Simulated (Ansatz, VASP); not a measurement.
# ZnSe in VASP and in Ansatz

POSCAR

```
ZnSe
1.0
    0.0000000000      2.8609960426      2.8609960426
    2.8609960426      0.0000000000      2.8609960426
    2.8609960426      2.8609960426      0.0000000000
Zn Se
1 1
Direct
    0.0000000000      0.0000000000      0.0000000000
    0.2500000000      0.2500000000      0.2500000000
```

Contents of INCAR.step1:

```
SYSTEM = ZnSe
PREC     = Accurate       ! precision mode
ENCUT    = 520            ! plane-wave cutoff, eV
ISMEAR   = 0              ! smearing method
SIGMA    = 0.02           ! smearing width, eV
LREAL    = .FALSE.        ! projectors in reciprocal space
LASPH    = .TRUE.         ! aspherical terms in the spheres
NELM     = 80             ! most SCF steps
NBANDS   = 16             ! bands
GGA      = PE             ! functional
ALGO     = Normal         ! electronic algorithm
EDIFF    = 1E-4           ! SCF threshold, eV
LWAVE    = .TRUE.         ! write WAVECAR
LCHARG   = .FALSE.        ! write CHGCAR
```

INCAR.step2

```
SYSTEM = ZnSe
PREC     = Accurate       ! precision mode
ENCUT    = 520            ! plane-wave cutoff, eV
EDIFF    = 1E-6           ! SCF threshold, eV
ISMEAR   = 0              ! smearing method
SIGMA    = 0.02           ! smearing width, eV
LREAL    = .FALSE.        ! projectors in reciprocal space
LASPH    = .TRUE.         ! aspherical terms in the spheres
NELM     = 80             ! most SCF steps
ALGO     = Normal         ! electronic algorithm
ISIF     = 2              ! what is computed and relaxed
LWAVE    = .FALSE.        ! write WAVECAR
LCHARG   = .FALSE.        ! write CHGCAR
METAGGA  = R2SCAN         ! meta-GGA
LMIXTAU  = .TRUE.       
NBANDS   = 16             ! bands
ISTART   = 1
```

Contents of KPOINTS:

```
Automatic mesh
0
G
  8 8 8
  0 0 0
```

Input for Ansatz:

```yaml
crystal:
  lattice:
    - [0.0, 2.8609960426, 2.8609960426]
    - [2.8609960426, 0.0, 2.8609960426]
    - [2.8609960426, 2.8609960426, 0.0]
  atoms:
    - { symbol: Zn, position: [0.0, 0.0, 0.0] }
    - { symbol: Se, position: [0.25, 0.25, 0.25] }
basis:
  ecutwfc: 500
kpoints:
  mp_grid: { grid: [8, 8, 8] }
hamiltonian:
  xc: r2scan
scf:
  occupations: { method: gaussian, width: 0.02 }
output:
  forces: true
  stress: true
  eigenvalues: true
```

Alike in both runs: task single point; functional r2SCAN; k mesh 8 × 8 × 8; occupations gaussian, width 0.02 eV; no spin polarisation.

|  | VASP | Ansatz |
| --- | --- | --- |
| version | VASP 6.6.1 | Ansatz 0.2.0 |
| potentials or method | VASP PAW PBE potentials, release 64 (Zn, Se), cutoff 520 eV | scalar-relativistic, plane waves, PAW |
| valence electrons in the cell | 18 | 28 |

```tsv
	VASP	Ansatz	Ansatz less VASP
gap on the k mesh at the Fermi level (eV)	1.74	1.74	-0.002
least direct gap on the mesh (eV)	1.74	1.74	-0.002
pressure (GPa)	-1.8	-1.8	-0.07
```

VASP's potentials were made for PBE, not for r2SCAN. The functional is the same, so the differences come from potentials, cutoffs and numerics. VASP's potentials hold 18 valence electrons a cell and Ansatz's 28, so a difference there can come from the potentials and not from the codes.
